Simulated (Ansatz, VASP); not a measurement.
Two plane-wave programs on SnO2

```
CELL_PARAMETERS angstrom
4.72072 0.00000 0.00000
0.00000 4.72072 0.00000
0.00000 0.00000 3.18876
ATOMIC_POSITIONS crystal
Sn 0.00000 0.00000 0.96049
Sn 0.50000 0.50000 0.53951
O 0.28819 0.32402 0.02299
O 0.21181 0.82402 0.47701
O 0.71181 0.67598 0.02299
O 0.78819 0.17598 0.47701
```

Change from the starting cell: mode 4 frozen in at -0.120 Å and mode 5 at -0.126 Å (largest displacements).

Alike in both runs: task single point; functional LDA; k mesh 6 × 6 × 8; occupations gaussian, width 0.05 eV; no spin polarisation.

```csv
,VASP,Ansatz
version,VASP 6.6.1,Ansatz 0.2.0
potentials or method,"VASP PAW LDA potentials, release 64 (Sn_d, O), cutoff 520 eV","scalar-relativistic, plane waves, PAW"
valence electrons in the cell,52,52
```

|  | VASP | Ansatz | Ansatz less VASP |
| --- | --- | --- | --- |
| gap on the k mesh at the Fermi level (eV) | 1.22 | 1.20 | -0.021 |
| least direct gap on the mesh (eV) | 1.22 | 1.20 | -0.021 |
| pressure (GPa) | 0.8 | -0.6 | -1.35 |
| traceless stress, the component that is largest in VASP (GPa) | 0.53 | 0.76 | +0.225 |
| rms of the force components (eV/Å) | 0.416 | 0.400 | -0.0168 |

Ansatz warns that its potentials were made for another functional, while VASP's fit it. LDA's correlation is that of Perdew and Zunger in VASP and of Perdew and Wang (1992) in Ansatz. Atom by atom the forces differ by 0.027 eV/Å (rms over components).
